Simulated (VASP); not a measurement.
# Si (R-3m) in VASP: a series of runs

Si is run at these levels: r2SCAN; tasks: single point.

All numbers are computed with VASP 6.6.1; they aren't measurements. Logs are shortened: lines on timing, memory, paths and dates and some standing lists are left out, and cuts for length are marked.

## (1) The cell of the first run

The structure is trigonal, space group R-3m (No. 166). Conventional cell: a = 3.944 Å, b = 3.944 Å, c = 8.984 Å, α = 90.00°, β = 90.00°, γ = 120.00°. Within 3.0 Å of Si (site symmetry 3m) lie 4 Si at 2.25 to 2.40 Å.

## (2) Single point, r2SCAN

Input file POSCAR:

```
Si
1.0
   -0.1301419748      2.6586146279      2.6586146279
    2.6586146279     -0.1301419748      2.6586146279
    2.6586146279      2.6586146279     -0.1301419748
Si
2
Direct
    0.5000000000      0.5000000000      0.5000000000
    0.7500000000      0.7500000000      0.7500000000
```

Input file INCAR.step1:

```
ALGO = Normal ; EDIFF = 1E-4
ENCUT = 520 ; GGA = PE
ISMEAR = 0 ; LASPH = True
LCHARG = False ; LREAL = False
LWAVE = True ; NBANDS = 11
NELM = 60 ; PREC = Accurate
SIGMA = 0.05
```

Input file INCAR.step2:

```
ALGO = Normal ; EDIFF = 1E-6
ENCUT = 520 ; ISIF = 2
ISMEAR = 0 ; ISTART = 1
LASPH = True ; LCHARG = False
LMIXTAU = True ; LREAL = False
LWAVE = False ; METAGGA = R2SCAN
NBANDS = 11 ; NELM = 60
PREC = Accurate ; SIGMA = 0.05
```

Input file KPOINTS:

```
k-points
0
Gamma
  10 10 10
```

Potentials or basis: VASP PAW PBE potentials, release 64 (Si).

The run is started by

```
$ cat potpaw_PBE.64/Si/POTCAR > POTCAR
$ cp INCAR.step1 INCAR
$ mpirun -np 1 vasp_std > vasp.out
$ cp INCAR.step2 INCAR
$ mpirun -np 1 vasp_std > vasp.out
```

OUTCAR:

```text
EDIFF = 1E-6
   ENCUT = 520
   ISIF = 2
   ISMEAR = 0
   ISTART = 1
   LASPH = True
   LREAL = False
   METAGGA = R2SCAN
   NELM = 60
   PREC = Accurate

 ion  position               nearest neighbor table
   1  0.500  0.500  0.500-   2 2.25   2 2.40   2 2.40   2 2.40
   2  0.750  0.750  0.750-   1 2.25   1 2.40   1 2.40   1 2.40

  LATTYP: Found a trigonal (rhomboedric) cell.
 ALAT       =     3.7621005320
 COS(alpha) =     0.4505091948

  Lattice vectors:

 A1 = (  -0.1301419748,   2.6586146279,   2.6586146279)
 A2 = (   2.6586146279,  -0.1301419748,   2.6586146279)
 A3 = (   2.6586146279,   2.6586146279,  -0.1301419748)

Analysis of symmetry for initial positions (statically):
=====================================================================
 Subroutine PRICEL returns:
 Original cell was already a primitive cell.

 Routine SETGRP: Setting up the symmetry group for a
 trigonal (rhombohedral) supercell.

 Subroutine GETGRP returns: Found 12 space group operations
 (whereof  6 operations were pure point group operations)
 out of a pool of 12 trial point group operations.

The static configuration has the point symmetry C_3v.
 The point group associated with its full space group is D_3d.

Analysis of symmetry for dynamics (positions and initial velocities):
=====================================================================
 Subroutine PRICEL returns:
 Original cell was already a primitive cell.

 Routine SETGRP: Setting up the symmetry group for a
 trigonal (rhombohedral) supercell.

 Subroutine GETGRP returns: Found 12 space group operations
 (whereof  6 operations were pure point group operations)
 out of a pool of 12 trial point group operations.

The dynamic configuration has the point symmetry C_3v.
 The point group associated with its full space group is D_3d.

 Subroutine INISYM returns: Found 12 space group operations
 (whereof  6 operations are pure point group operations),
 and found     1 'primitive' translations

----------------------------------------------------------------------------------------

                                     Primitive cell

  volume of cell :      40.3408

  direct lattice vectors                    reciprocal lattice vectors
    -0.130141975  2.658614628  2.658614628    -0.174793023  0.183789723  0.183789723
     2.658614628 -0.130141975  2.658614628     0.183789723 -0.174793023  0.183789723
     2.658614628  2.658614628 -0.130141975     0.183789723  0.183789723 -0.174793023

[... 83 lines left out ...]
   EDIFF  = 0.1E-05   stopping-criterion for ELM
   LREAL  =      F    real-space projection
[... 7 lines left out ...]
   TEBEG  =    0.0;   TEEND  =   0.0 temperature during run
   PSTRESS=    0.0 pullay stress
   NELECT =       8.0000    total number of electrons
   NUPDOWN=      -1.0000    fix difference up-down
   EMIN   =  10.00;   EMAX   =-10.00  energy-range for DOS
   EFERMI =   0.00;   METHOD = LEGACY
   ISMEAR =     0;   SIGMA  =   0.05  broadening in eV -4-tet -1-fermi 0-gaus
   EFERMI_NEDOS =   21; number of points for ismear=-14 and -15
   IALGO  =     38    algorithm
   IMIX   =      4    mixing-type and parameters
     AMIX     =   0.40;   BMIX     =  1.00
     AMIX_MAG =   1.60;   BMIX_MAG =  1.00
  volume/ion in A,a.u.               =      20.17       136.12
  Fermi-wavevector in a.u.,A,eV,Ry     =   0.954677  1.804078 12.400467  0.911409
  Thomas-Fermi vector in A             =   2.083446
   LORBIT       =      0    0 simple, 1 ext, 2 COOP (PROOUT), +10 PAW based schemes
   METAGGA = R2SCAN    functional components
   LHFCALC =     F    Hartree Fock is set to
   AEXX    =    0.0000 exact exchange contribution
   IVDW    =     0    specifies the selected vdW correction
   LEPSILON=     F    determine dielectric tensor
   LRPA    =     F    only Hartree local field effects (RPA)
 non-spin polarized calculation
 Gauss-broadening in eV      SIGMA  =   0.05
  energy-cutoff  :      520.00
  volume of cell :       40.34
 maximum number of plane-waves:      1109
   NGX = 13   NGY = 13   NGZ = 13

 number of electron       7.9999999 magnetization

 Free energy of the ion-electron system (eV)
  ---------------------------------------------------
  ext. energy  EPLUGINS =         0.00000000
  ---------------------------------------------------
  free energy    TOTEN  =       -17.44904968 eV

  energy without entropy =      -17.44904968  energy(sigma->0) =      -17.44904968

 E-fermi :   5.9384     XC(G=0):  -9.8243

 val. band max:        5.7169952491   @ k =   0.0000   0.0000   0.0000
 cond. band min:       6.3101325726   @ k =   0.5000   0.5000  -0.0000
 fundamental gap:      0.5931373234
 Fermi energy:         5.9384030781

 k-point     1 :       0.0000    0.0000    0.0000
  band No.  band energies     occupation
      1      -6.8283      2.00000
      2       5.6292      2.00000
      3       5.6292      2.00000
      4       5.7170      2.00000
      5       8.0366      0.00000
      6       8.0366      0.00000
      7       8.4652      0.00000
      8      10.3335      0.00000
      9      13.8341      0.00000
     10      13.8341      0.00000
     11      14.4221      0.00000
[... 309 lines left out ...]
 k-point    24 :       0.4000    0.3000   -0.0000
  band No.  band energies     occupation
      1      -4.5791      2.00000
      2       0.0120      2.00000
      3       2.5486      2.00000
      4       3.3725      2.00000
      5       6.9968      0.00000
      6       8.0744      0.00000
      7      12.8825      0.00000
      8      13.3695      0.00000
      9      16.4122      0.00000
     10      17.4665      0.00000
     11      18.4008      0.00000

 [... further k-points ...]

------------------------ aborting loop because EDIFF is reached ----------------------------------------

  FORCE on cell =-STRESS in cart. coord.  units (eV):
  Direction    XX          YY          ZZ          XY          YZ          ZX
  --------------------------------------------------------------------------------------
  -------------------------------------------------------------------------------------
  Total        0.1218984      0.1218984      0.1218984      1.4293262      1.4293262      1.4293262
  in kB        4.8413182      4.8413182      4.8413182     56.7671586     56.7671586     56.7671586
  external PRESSURE =       4.8413182 kB  Pullay stress =       0.0000000 kB

 VOLUME and BASIS-vectors are now :
 -----------------------------------------------------------------------------
  energy-cutoff  :      520.00
  volume of cell :       40.34
      direct lattice vectors                 reciprocal lattice vectors
    -0.130141975  2.658614628  2.658614628    -0.174793023  0.183789723  0.183789723
     2.658614628 -0.130141975  2.658614628     0.183789723 -0.174793023  0.183789723
     2.658614628  2.658614628 -0.130141975     0.183789723  0.183789723 -0.174793023

 POSITION                                       TOTAL-FORCE (eV/Angst)
 -----------------------------------------------------------------------------------
      2.59354      2.59354      2.59354        -0.576464     -0.576464     -0.576464
      3.89032      3.89032      3.89032         0.576464      0.576464      0.576464
 -----------------------------------------------------------------------------------
    total drift:                                0.000000      0.000000     -0.000000

  FREE ENERGIE OF THE ION-ELECTRON SYSTEM (eV)
  ---------------------------------------------------
  free  energy   TOTEN  =       -17.4490496807 eV

  energy  without entropy=      -17.4490496807  energy(sigma->0) =      -17.44904968
```

OUTCAR.step1:

```text
EDIFF = 1E-4
   ENCUT = 520
   GGA = PE
   ISMEAR = 0
   LASPH = True
[... 559 lines left out ...]
 -----------------------------------------------------------------------------------
      2.59354      2.59354      2.59354        -0.584484     -0.584484     -0.584484
      3.89032      3.89032      3.89032         0.584484      0.584484      0.584484
 -----------------------------------------------------------------------------------
    total drift:                                0.000000      0.000000     -0.000000

  FREE ENERGIE OF THE ION-ELECTRON SYSTEM (eV)
  ---------------------------------------------------
  free  energy   TOTEN  =       -10.7504079920 eV

  energy  without entropy=      -10.7504079920  energy(sigma->0) =      -10.75040799
```

OSZICAR.step1:

```text
N       E                     dE             d eps       ncg     rms          rms(c)
DAV:   1     0.829666340530E+01    0.82967E+01   -0.32889E+03  2552   0.589E+02
DAV:   2    -0.103904091755E+02   -0.18687E+02   -0.17822E+02  3330   0.858E+01
DAV:   3    -0.109423523593E+02   -0.55194E+00   -0.55081E+00  3228   0.132E+01
DAV:   4    -0.109465063084E+02   -0.41539E-02   -0.41534E-02  3007   0.144E+00
DAV:   5    -0.109465485617E+02   -0.42253E-04   -0.42253E-04  3296   0.135E-01    0.489E+00
DAV:   6    -0.108083936024E+02    0.13815E+00   -0.86789E-02  2886   0.129E+00    0.296E+00
DAV:   7    -0.107490250959E+02    0.59369E-01   -0.16022E-01  2944   0.183E+00    0.233E-01
DAV:   8    -0.107502121731E+02   -0.11871E-02   -0.10897E-02  2894   0.615E-01    0.135E-01
DAV:   9    -0.107503371009E+02   -0.12493E-03   -0.34708E-04  3194   0.114E-01    0.736E-02
DAV:  10    -0.107504079920E+02   -0.70891E-04   -0.96159E-05  2807   0.525E-02
   1 F= -.10750408E+02 E0= -.10750408E+02  d E =-.160721E-10
```

Run time: 94 s. Hardware: 1 thread of Intel Xeon Platinum 8488C (Sapphire Rapids), shared host; peak memory 0.18 GiB.

What came out:

- Free energy: -17.4490 eV
- Pressure: 0.5 GPa
- Largest force: 0.998 eV/Å
- Band gap on the k mesh: 0.59 eV, indirect (least direct gap 2.32 eV)

Forces in eV/Å, atoms in the order of the input:
```
Si  -0.576 -0.576 -0.576
Si   0.576  0.576  0.576
```

Caveat: the PAW data sets were made with another functional, which shifts forces and pressure a little. A k mesh can miss the band edges.

## (3) Single point, r2SCAN

This run uses another cell than the first one, of the same volume but with other edges.

Input file POSCAR:

```
Si
1.0
    0.1415019432      2.7946633776      2.7946633776
    2.7946633776      0.1415019432      2.7946633776
    2.7946633776      2.7946633776      0.1415019432
Si
2
Direct
    0.5000000000      0.5000000000      0.5000000000
    0.7500000000      0.7500000000      0.7500000000
```

Input file INCAR.step1:

```
SYSTEM = Si
ALGO     = Normal         ! electronic algorithm
EDIFF    = 1E-4           ! SCF threshold, eV
ENCUT    = 520            ! plane-wave cutoff, eV
GGA      = PE             ! functional
ISMEAR   = 0              ! smearing method
LASPH    = .TRUE.         ! aspherical terms in the spheres
LCHARG   = .FALSE.        ! write CHGCAR
LREAL    = .FALSE.        ! projectors in reciprocal space
LWAVE    = .TRUE.         ! write WAVECAR
NBANDS   = 11             ! bands
NELM     = 100            ! most SCF steps
PREC     = Accurate       ! precision mode
SIGMA    = 0.05           ! smearing width, eV
```

Input file INCAR.step2:

```
SYSTEM = Si
ALGO     = Normal         ! electronic algorithm
EDIFF    = 1E-6           ! SCF threshold, eV
ENCUT    = 520            ! plane-wave cutoff, eV
ISIF     = 2              ! what is computed and relaxed
ISMEAR   = 0              ! smearing method
ISTART   = 1            
LASPH    = .TRUE.         ! aspherical terms in the spheres
LCHARG   = .FALSE.        ! write CHGCAR
LMIXTAU  = .TRUE.       
LREAL    = .FALSE.        ! projectors in reciprocal space
LWAVE    = .FALSE.        ! write WAVECAR
METAGGA  = R2SCAN         ! meta-GGA
NBANDS   = 11             ! bands
NELM     = 100            ! most SCF steps
PREC     = Accurate       ! precision mode
SIGMA    = 0.05           ! smearing width, eV
```

Input file KPOINTS:

```
k-points
0
G
  10 10 10
  0 0 0
```

Potentials or basis: VASP PAW PBE potentials, release 64 (Si).

The run is started by

```
$ cat potpaw_PBE.64/Si/POTCAR > POTCAR
$ cp INCAR.step1 INCAR
$ mpirun -np 1 vasp_std > vasp.out
$ cp INCAR.step2 INCAR
$ mpirun -np 1 vasp_std > vasp.out
```

Run time: 2 min. Hardware: 1 thread of Intel Xeon Platinum 8488C (Sapphire Rapids), shared host; peak memory 0.18 GiB.

It converged, with:

| Quantity | Value |
| --- | --- |
| Free energy | -17.4490 eV |
| Pressure | 0.5 GPa |
| Largest force | 0.636 eV/Å |
| Band gap on the k mesh | 0.56 eV, indirect (least direct gap 1.52 eV) |

Forces on the atoms (eV/Å):
```
Si   0.367  0.367  0.367
Si  -0.367 -0.367 -0.367
```

Stress tensor (GPa, compression positive):
```
 0.48 -5.05 -5.05
-5.05  0.48 -5.05
-5.05 -5.05  0.48
```

Levels at points of the mesh, in eV from the valence-band top:
| k point | band 1 | band 2 | band 3 | band 4 | band 5 | band 6 | band 7 | band 8 | band 9 |
| --- | --- | --- | --- | --- | --- | --- | --- | --- | --- |
| (0.00, 0.00, 0.00) | -12.58 | -0.28 | 0.00 | 0.00 | 1.52 | 3.07 | 3.07 | 4.21 | 8.09 |
| (0.50, 0.00, 0.00) | -9.97 | -7.37 | -1.48 | -1.45 | 1.45 | 3.07 | 3.88 | 8.07 | 10.35 |
| (0.50, 0.50, 0.00) | -8.44 | -8.03 | -3.32 | -2.81 | 0.56 | 1.16 | 10.36 | 10.44 | 11.38 |
| (0.50, 0.50, 0.50) | -10.65 | -7.20 | -0.97 | -0.97 | 2.56 | 3.76 | 3.76 | 8.74 | 10.97 |

Caveat: the PAW data sets were made with another functional, which shifts forces and pressure a little. A k mesh can miss the band edges.
